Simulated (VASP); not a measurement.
Here is a VASP 6.6.1 calculation.

File INCAR:

```
PREC     = Accurate       # precision mode
ENCUT    = 520            # plane-wave cutoff, eV
EDIFF    = 1E-6           # SCF threshold, eV
ISMEAR   = -1             # smearing method
SIGMA    = 0.05           # smearing width, eV
LREAL    = False          # projectors in reciprocal space
LASPH    = True           # aspherical terms in the spheres
NELM     = 60             # most SCF steps
ALGO     = Normal         # electronic algorithm
ISIF     = 2              # what is computed and relaxed
LWAVE    = False          # write WAVECAR
LCHARG   = False          # write CHGCAR
GGA      = PE             # functional
NBANDS   = 25             # bands
```

File KPOINTS:

```
regular mesh
0
Gamma
  7 7 7
```

File POSCAR:

```
Si3N4
1.0
    4.0464547062      0.0000000000      0.0000000000
    0.0000000000      4.0464547062      0.0000000000
    0.0000000000      0.0000000000      4.0464547062
Si N
3 4
Direct
    0.0000000000      0.0000000000      0.5000000000
    0.5000000000      0.0000000000      0.0000000000
    0.0000000000      0.5000000000      0.0000000000
    0.2395200000      0.2395200000      0.7604800000
    0.7604800000      0.7604800000      0.7604800000
    0.2395200000      0.7604800000      0.2395200000
    0.7604800000      0.2395200000      0.2395200000
```

Potentials or basis: VASP PAW PBE potentials, release 64 (Si, N).

Command:

```bash
$ cat potpaw_PBE.64/Si/POTCAR potpaw_PBE.64/N/POTCAR > POTCAR
$ mpirun -np 1 vasp_std > vasp.out
```

Q: Predict the largest force.

A: 0.570 eV/Å.

Q: What does it give for the pressure?

A: 16.6 GPa.

Forces on the atoms (eV/Å):
```
Si   0.000  0.000  0.000
Si   0.000  0.000  0.000
Si   0.000  0.000  0.000
N    0.329  0.329 -0.329
N   -0.329 -0.329 -0.329
N    0.329 -0.329  0.329
N   -0.329  0.329  0.329
```

Caveat: the cell stands under pressure.
